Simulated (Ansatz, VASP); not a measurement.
## InAs in VASP and in Ansatz

```
In As
1.0
     0.00000    3.02373    3.02373
     3.02373    0.00000    3.02373
     3.02373    3.02373    0.00000
In As
1 1
Direct
  0.00000 0.00000 0.00000
  0.25000 0.25000 0.25000
```

Alike in both runs: task single point; functional r2SCAN; k mesh 6 × 6 × 6; occupations fermi-dirac, width 0.02 eV; no spin polarisation.

|  | VASP | Ansatz |
| --- | --- | --- |
| version | VASP 6.6.1 | Ansatz 0.2.0 |
| potentials or method | VASP PAW PBE potentials, release 64 (In_d, As_d) | plane waves, PAW |
| plane-wave cutoff (eV) | 560 | 500 |
| valence electrons in the cell | 28 | 28 |

```tsv
	VASP	Ansatz	Ansatz less VASP
pressure (GPa)	1.9	1.9	-0.01
```

VASP's potentials were made for PBE, not for r2SCAN.
